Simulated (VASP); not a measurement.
# MoS2 in VASP: a series of runs

The runs below take MoS2 through single point, with LDA, r2SCAN, PBE.

Program: VASP 6.6.1. These are calculated values, not measurements. Logs are shortened: lines on timing, memory, paths and dates and some standing lists are left out, and cuts for length are marked.

## Step 1: The cell of the first run

The cell holds a slab with vacuum, 3 atoms: a = 3.247 Å, b = 3.247 Å, c = 17.675 Å, α = 90.00°, β = 90.00°, γ = 120.00°.

## Step 2: Single point, LDA

The input, INCAR:

```
SYSTEM = MoS2
PREC = Accurate ; ENCUT = 520
EDIFF = 1E-6 ; ISMEAR = -1
SIGMA = 0.05 ; LREAL = .FALSE.
LASPH = .TRUE. ; NELM = 80
ALGO = Normal ; ISIF = 2
LWAVE = .FALSE. ; LCHARG = .TRUE.
GGA = CA ; LELF = .TRUE.
LVHAR = .TRUE. ; NBANDS = 20
```

The input, KPOINTS:

```
Automatic mesh
0
G
  10 10 2
  0 0 0
```

The input, POSCAR:

```
MoS2
1.0
    3.2465757816      0.0000000000      0.0000000000
   -1.6232878908      2.8116171022      0.0000000000
    0.0000000000      0.0000000000     17.6745803806
Mo S
1 2
Direct
    0.0000000000      0.0000000000      0.0000000000
    0.3333333333      0.6666666667      0.9105070200
    0.3333333333      0.6666666667      0.0894929800
```

Potentials or basis: VASP PAW LDA potentials, release 64 (Mo_sv, S).

Launch:

```
$ cat potpaw_LDA.64/Mo_sv/POTCAR potpaw_LDA.64/S/POTCAR > POTCAR
$ mpirun -np 1 vasp_std > vasp.out
```

OUTCAR:

```text
SYSTEM = MoS2
   PREC = Accurate
   ENCUT = 520
   EDIFF = 1E-6
   ISMEAR = -1
   LREAL = .FALSE.
   LASPH = .TRUE.
   NELM = 80
   ISIF = 2
   GGA = CA

 ion  position               nearest neighbor table
   1  0.000  0.000  0.000-   2 2.45   3 2.45   2 2.45   3 2.45   2 2.45   3 2.45
   2  0.333  0.667  0.911-   1 2.45   1 2.45   1 2.45
   3  0.333  0.667  0.089-   1 2.45   1 2.45   1 2.45

  LATTYP: Found a hexagonal cell.
 ALAT       =     3.2465757816
 C/A-ratio  =     5.4440683260

  Lattice vectors:

 A1 = (   3.2465757816,   0.0000000000,   0.0000000000)
 A2 = (  -1.6232878908,   2.8116171022,   0.0000000000)
 A3 = (   0.0000000000,   0.0000000000,  17.6745803806)

Analysis of symmetry for initial positions (statically):
=====================================================================
 Subroutine PRICEL returns:
 Original cell was already a primitive cell.

 Routine SETGRP: Setting up the symmetry group for a
 hexagonal supercell.

 Subroutine GETGRP returns: Found 12 space group operations
 (whereof 12 operations were pure point group operations)
 out of a pool of 24 trial point group operations.

The static configuration has the point symmetry D_3h.

Analysis of symmetry for dynamics (positions and initial velocities):
=====================================================================
 Subroutine PRICEL returns:
 Original cell was already a primitive cell.

 Routine SETGRP: Setting up the symmetry group for a
 hexagonal supercell.

 Subroutine GETGRP returns: Found 12 space group operations
 (whereof 12 operations were pure point group operations)
 out of a pool of 24 trial point group operations.

The dynamic configuration has the point symmetry D_3h.

 Subroutine INISYM returns: Found 12 space group operations
 (whereof 12 operations are pure point group operations),
 and found     1 'primitive' translations

----------------------------------------------------------------------------------------

                                     Primitive cell

  volume of cell :     161.3358

  direct lattice vectors                    reciprocal lattice vectors
     3.246575782  0.000000000  0.000000000     0.308016836  0.177833603  0.000000000
    -1.623287891  2.811617102  0.000000000     0.000000000  0.355667206  0.000000000
     0.000000000  0.000000000 17.674580381     0.000000000  0.000000000  0.056578429

  length of vectors
     3.246575782  3.246575782 17.674580381     0.355667206  0.355667206  0.056578429

  position of ions in fractional coordinates (direct lattice)
     0.000000000  0.000000000  0.000000000
     0.333333333  0.666666667  0.910507020
     0.333333333  0.666666667  0.089492980

  ion indices of the primitive-cell ions
   primitive index   ion index
                 1           1
                 2           2
                 3           3

----------------------------------------------------------------------------------------

 KPOINTS: Automatic mesh

Automatic generation of k-mesh.
 Grid dimensions read from file:
 generate k-points for:   10   10    2

 Generating k-lattice:

  Cartesian coordinates                     Fractional coordinates (reciprocal lattice)
     0.030801684  0.017783360  0.000000000     0.100000000 -0.000000000  0.000000000
     0.000000000  0.035566721  0.000000000     0.000000000  0.100000000  0.000000000
     0.000000000  0.000000000  0.028289215     0.000000000  0.000000000  0.500000000

  Length of vectors
     0.035566721  0.035566721  0.028289215

  Shift w.r.t. Gamma in fractional coordinates (k-lattice)
     0.000000000  0.000000000  0.000000000

 Subroutine IBZKPT returns following result:
 ===========================================

 Found     28 irreducible k-points:

 Following reciprocal coordinates:
            Coordinates               Weight
  0.000000  0.000000  0.000000      1.000000
  0.100000 -0.000000  0.000000      6.000000
  0.200000 -0.000000  0.000000      6.000000
  0.300000  0.000000  0.000000      6.000000
  0.400000 -0.000000  0.000000      6.000000
  0.500000  0.000000  0.000000      3.000000
[... 16 lines left out ...]
  0.300000  0.100000  0.500000     12.000000
  0.400000  0.100000  0.500000     12.000000
 [... further k-points ...]
   k-points           NKPTS =     28   k-points in BZ     NKDIM =     28   number of bands    NBANDS=     20
   number of dos      NEDOS =    301   number of ions     NIONS =      3
   total plane-waves  NPLWV =  80640
   dimension x,y,z NGX =    24 NGY =   24 NGZ =  140
   dimension x,y,z NGXF=    48 NGYF=   48 NGZF=  280
   ions per type =               1   2
   NGX,Y,Z   is equivalent  to a cutoff of  12.29, 12.29, 13.17 a.u.
   NGXF,Y,Z  is equivalent  to a cutoff of  24.58, 24.58, 26.34 a.u.
 SYSTEM =  MoS2
   PREC   = accura    normal or accurate (medium, high low for compatibility)
   ISTART =      0    job   : 0-new  1-cont  2-samecut
   ICHARG =      2    charge: 1-file 2-atom 10-const
   ISPIN  =      1    spin polarized calculation?
   LNONCOLLINEAR =      F non collinear calculations
   LSORBIT =      F    spin-orbit coupling
   LASPH  =      T    aspherical Exc in radial PAW
   ENCUT  =  520.0 eV  38.22 Ry    6.18 a.u.   6.04  6.04 32.86*2*pi/ulx,y,z
   NELM   =     80;   NELMIN=  2; NELMDL= -5     # of ELM steps
   EDIFF  = 0.1E-05   stopping-criterion for ELM
   LREAL  =      F    real-space projection
   EDIFFG = 0.1E-04   stopping-criterion for IOM
   NSW    =      0    number of steps for IOM
   IBRION =     -1    ionic relax: 0-MD 1-quasi-New 2-CG
   NFREE  =      0    steps in history (QN), initial steepest desc. (CG)
   ISIF   =      2    stress and relaxation
   ISYM   =      2    0-nonsym 1-usesym 2-fastsym
   POTIM  = 0.5000    time-step for ionic-motion
   TEBEG  =    0.0;   TEEND  =   0.0 temperature during run
   PSTRESS=    0.0 pullay stress
   NELECT =      26.0000    total number of electrons
   NUPDOWN=      -1.0000    fix difference up-down
   EMIN   =  10.00;   EMAX   =-10.00  energy-range for DOS
   EFERMI =   0.00;   METHOD = LEGACY
   ISMEAR =    -1;   SIGMA  =   0.05  broadening in eV -4-tet -1-fermi 0-gaus
   EFERMI_NEDOS =   21; number of points for ismear=-14 and -15
   IALGO  =     38    algorithm
   IMIX   =      4    mixing-type and parameters
     AMIX     =   0.40;   BMIX     =  1.00
     AMIX_MAG =   1.60;   BMIX_MAG =  1.00
  volume/ion in A,a.u.               =      53.78       362.92
  Fermi-wavevector in a.u.,A,eV,Ry     =   0.890886  1.683531 10.798653  0.793679
  Thomas-Fermi vector in A             =   2.012635
   LORBIT       =      0    0 simple, 1 ext, 2 COOP (PROOUT), +10 PAW based schemes
   GGA     = CA    functional components
   LHFCALC =     F    Hartree Fock is set to
   AEXX    =    0.0000 exact exchange contribution
   IVDW    =     0    specifies the selected vdW correction
   LEPSILON=     F    determine dielectric tensor
   LRPA    =     F    only Hartree local field effects (RPA)
 non-spin polarized calculation
  energy-cutoff  :      520.00
  volume of cell :      161.34
 maximum number of plane-waves:      4400
   NGX = 13   NGY = 13   NGZ = 65

 number of electron      26.0000004 magnetization

 Free energy of the ion-electron system (eV)
  ---------------------------------------------------
  ext. energy  EPLUGINS =         0.00000000
  ---------------------------------------------------
  free energy    TOTEN  =       -24.13668277 eV

  energy without entropy =      -24.13668276  energy(sigma->0) =      -24.13668277

 E-fermi :  -1.0786     XC(G=0):  -4.3598

 val. band max:       -1.8471626160   @ k =   0.0000   0.0000   0.5000
 cond. band min:      -0.2588565450   @ k =   0.3000   0.3000   0.5000
 fundamental gap:      1.5883060710
 Fermi energy:        -1.0786140078

 k-point     1 :       0.0000    0.0000    0.0000
  band No.  band energies     occupation
      1     -62.4837      2.00000
      2     -36.7759      2.00000
      3     -36.6149      2.00000
      4     -36.6149      2.00000
      5     -15.6161      2.00000
      6     -14.4056      2.00000
[... 12 lines left out ...]
     19       4.0261      0.00000
     20       4.1765      0.00000

 k-point     2 :       0.1000   -0.0000    0.0000
  band No.  band energies     occupation
      1     -62.4810      2.00000
      2     -36.7703      2.00000
      3     -36.6443      2.00000
      4     -36.6217      2.00000
      5     -15.4815      2.00000
      6     -14.3479      2.00000
[... 12 lines left out ...]
     19       4.2107      0.00000
     20       4.6293      0.00000

 k-point     3 :       0.2000   -0.0000    0.0000
  band No.  band energies     occupation
      1     -62.4737      2.00000
      2     -36.7557      2.00000
      3     -36.7208      2.00000
      4     -36.6394      2.00000
      5     -15.1087      2.00000
      6     -14.1886      2.00000
[... 12 lines left out ...]
     19       4.7280      0.00000
     20       5.5045      0.00000

 k-point     4 :       0.3000    0.0000    0.0000
  band No.  band energies     occupation
      1     -62.4647      2.00000
      2     -36.8140      2.00000
      3     -36.7375      2.00000
      4     -36.6612      2.00000
      5     -14.5949      2.00000
      6     -13.9720      2.00000
[... 12 lines left out ...]
     19       5.4550      0.00000
     20       5.9813      0.00000

 k-point     5 :       0.4000   -0.0000    0.0000
  band No.  band energies     occupation
      1     -62.4574      2.00000
      2     -36.8884      2.00000
      3     -36.7227      2.00000
      4     -36.6788      2.00000
      5     -14.1165      2.00000
      6     -13.7764      2.00000
[... 12 lines left out ...]
     19       5.7732      0.00000
     20       5.8375      0.00000
[... 353 lines left out ...]
      6     -14.2391      2.00000
[... 12 lines left out ...]
     19       4.4225      0.00000
     20       5.6379      0.00000

 k-point    22 :       0.2000    0.1000    0.5000
  band No.  band energies     occupation
      1     -62.4678      2.00000
      2     -36.7748      2.00000
      3     -36.7438      2.00000
      4     -36.6610      2.00000
      5     -14.7815      2.00000
      6     -14.0486      2.00000
[... 12 lines left out ...]
     19       5.0999      0.00000
     20       6.2863      0.00000

 k-point    23 :       0.3000    0.1000    0.5000
  band No.  band energies     occupation
      1     -62.4597      2.00000
      2     -36.8532      2.00000
      3     -36.7273      2.00000
      4     -36.6861      2.00000
      5     -14.2763      2.00000
      6     -13.8359      2.00000
[... 12 lines left out ...]
     19       5.8682      0.00000
     20       5.9121      0.00000

 k-point    24 :       0.4000    0.1000    0.5000
  band No.  band energies     occupation
      1     -62.4546      2.00000
      2     -36.9011      2.00000
      3     -36.7171      2.00000
      4     -36.7016      2.00000
      5     -13.9214      2.00000
      6     -13.6901      2.00000
[... 12 lines left out ...]
     19       6.3715      0.00000
     20       6.4062      0.00000

 [... further k-points ...]
[... 5 lines left out ...]
  --------------------------------------------------------------------------------------
  -------------------------------------------------------------------------------------
  Total       -4.7513660     -4.7513660     -3.9421457      0.0000000     -0.0000000      0.0000000
  in kB      -47.1843778    -47.1843778    -39.1482561      0.0000000     -0.0000000      0.0000000
  external PRESSURE =     -44.5056706 kB  Pullay stress =       0.0000000 kB

 VOLUME and BASIS-vectors are now :
 -----------------------------------------------------------------------------
  energy-cutoff  :      520.00
  volume of cell :      161.34
      direct lattice vectors                 reciprocal lattice vectors
     3.246575782  0.000000000  0.000000000     0.308016836  0.177833603  0.000000000
    -1.623287891  2.811617102  0.000000000     0.000000000  0.355667206  0.000000000
     0.000000000  0.000000000 17.674580381     0.000000000  0.000000000  0.056578429

 POSITION                                       TOTAL-FORCE (eV/Angst)
 -----------------------------------------------------------------------------------
      0.00000      0.00000      0.00000         0.000000     -0.000000     -0.000000
     -0.00000      1.87441     16.09283        -0.000000      0.000000      1.237789
     -0.00000      1.87441      1.58175        -0.000000      0.000000     -1.237789
 -----------------------------------------------------------------------------------
    total drift:                                0.000000     -0.000000     -0.000000

  FREE ENERGIE OF THE ION-ELECTRON SYSTEM (eV)
  ---------------------------------------------------
  free  energy   TOTEN  =       -24.1366827734 eV

  energy  without entropy=      -24.1366827569  energy(sigma->0) =      -24.13668277
```

Run time: 38 s. Hardware: 1 thread of Intel Xeon 6975P-C (Granite Rapids), shared host; peak memory 0.26 GiB.

Results:

| Quantity | Value |
| --- | --- |
| Free energy | -24.1367 eV |
| Largest force | 1.238 eV/Å |
| Band gap on the k mesh | 1.59 eV, indirect (least direct gap 1.78 eV) |

Forces in eV/Å, atoms in the order of the input:
```
Mo   0.000  0.000  0.000
S    0.000  0.000  1.238
S    0.000  0.000 -1.238
```

(Continued in part 2 of 3.)
